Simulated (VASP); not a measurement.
Rb4S3: single point with PBE

Crystal: Rb4S3.

```
CELL_PARAMETERS angstrom
6.69593 0.00000 0.00000
0.00000 6.69593 0.00000
0.00000 0.00000 6.69593
ATOMIC_POSITIONS crystal
Rb 0.00000 0.50000 0.50000
Rb 0.50000 0.00000 0.50000
Rb 0.50000 0.50000 0.00000
Rb 0.50000 0.50000 0.50000
S 0.50000 0.00000 0.00000
S 0.00000 0.50000 0.00000
S 0.00000 0.00000 0.50000
```

The cell was built from a structure type or drawn by symmetry, and may not be a known phase.

* Program: VASP 6.6.1
* Task: single point
* Functional: PBE
* Potentials or basis: VASP PAW PBE potentials, release 64 (Rb_sv, S)
* Cutoff: 520 eV
* k mesh: 6 × 6 × 6
* Occupations: gaussian, width 0.1 eV
* Spin: no spin polarisation

```json
{
 "Pressure": "0.0 GPa",
 "Band gap on the k mesh": "zero (bands 27 and 28 overlap by 0.15 eV)"
}
```

Levels at points of the mesh, in eV from the Fermi level:
```csv
k point,band 25,band 26,band 27,band 28,band 29,band 30
"(0.00, 0.00, 0.00)",-0.20,0.05,0.05,0.05,0.58,2.12
"(0.50, 0.00, 0.00)",-0.31,-0.23,-0.05,-0.05,1.38,2.19
"(0.50, 0.50, 0.00)",-0.40,-0.40,-0.28,0.14,1.95,3.21
"(0.50, 0.50, 0.50)",-0.52,-0.52,0.11,0.11,2.53,3.42
```

It took 2.5 min on 1 thread of Intel(R) Xeon(R) Platinum 8488C (Sapphire Rapids), on a shared host, peak memory 0.43 GiB.
